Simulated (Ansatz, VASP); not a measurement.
**One calculation of CaSe, two programs**

```
Ca Se
1.0
     0.00000    2.93490    2.93490
     2.93490    0.00000    2.93490
     2.93490    2.93490    0.00000
Ca Se
1 1
Direct
  0.00000 0.00000 0.00000
  0.50000 0.50000 0.50000
```

Alike in both runs: functional PBEsol; k mesh 8 × 8 × 8; occupations gaussian, width 0.02 eV; no spin polarisation.

Ansatz relaxed the structure, and its values are those at the end. VASP's run is a single point on that final structure, the one shown.

|  | VASP | Ansatz |
| --- | --- | --- |
| version | VASP 6.6.1 | Ansatz 0.2.0 |
| potentials or method | VASP PAW PBE potentials, release 64 (Ca_sv, Se), cutoff 500 eV | scalar-relativistic, plane waves, PAW |
| valence electrons in the cell | 16 | 26 |

```csv
,VASP,Ansatz,Ansatz less VASP
gap on the k mesh at the Fermi level (eV),1.87,1.88,+0.014
least direct gap on the mesh (eV),2.84,2.85,+0.012
pressure (GPa),0.2,0.0,-0.20
```

VASP's potentials were made for PBE, not for PBEsol. The functional is the same, so the differences come from potentials, cutoffs and numerics. VASP's potentials hold 16 valence electrons a cell and Ansatz's 26, so a difference there can come from the potentials and not from the codes.
